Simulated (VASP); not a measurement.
A run of VASP 6.6.1 is set up as follows.

INCAR

```
SYSTEM = HfGa2As2
PREC = Accurate ; ENCUT = 600
EDIFF = 1E-6 ; ISMEAR = 0
SIGMA = 0.1 ; LREAL = .False.
LASPH = .True. ; NELM = 80
ALGO = Fast ; ISIF = 3
LWAVE = .False. ; LCHARG = .False.
GGA = PE ; IBRION = 2
NSW = 90 ; EDIFFG = -0.04
```

Contents of KPOINTS:

```
regular mesh
0
Gamma
  6 6 4
  0 0 0
```

POSCAR

```
HfGa2As2
1.0
    4.5966856363      0.0000000000      0.0000000000
   -2.2983428181      3.9808465342      0.0000000000
    0.0000000000      0.0000000000      5.8541038241
Hf Ga As
1 2 2
Direct
    0.6666666667      0.3333333333      0.0000000000
    0.6666666667      0.3333333333      0.5000000000
    0.0000000000      0.0000000000      0.0000000000
    0.3333333333      0.6666666667      0.7400734718
    0.3333333333      0.6666666667      0.2599265282
```

Potentials or basis: VASP PAW PBE potentials, release 64 (Hf_pv, Ga_d, As).

Command:

```sh
$ cat potpaw_PBE.64/Hf_pv/POTCAR potpaw_PBE.64/Ga_d/POTCAR potpaw_PBE.64/As/POTCAR > POTCAR
$ mpirun -np 1 vasp_std > vasp.out
```

Q: What does it give for the band gap on the k mesh?

A: Zero (bands 23 and 24 overlap by 1.05 eV).

Q: Estimate the relaxed volume.

A: 21.58 Å³/atom.

Final structure:
```
CELL_PARAMETERS angstrom
4.70858 0.00000 0.00000
-2.35429 4.07775 0.00000
0.00000 0.00000 5.62016
ATOMIC_POSITIONS crystal
Hf 0.66667 0.33333 0.00000
Ga 0.66667 0.33333 0.50000
Ga 0.00000 0.00000 0.00000
As 0.33333 0.66667 0.74981
As 0.33333 0.66667 0.25019
```

Caveat: spin-orbit coupling is left out, which moves the levels of the heavy elements.
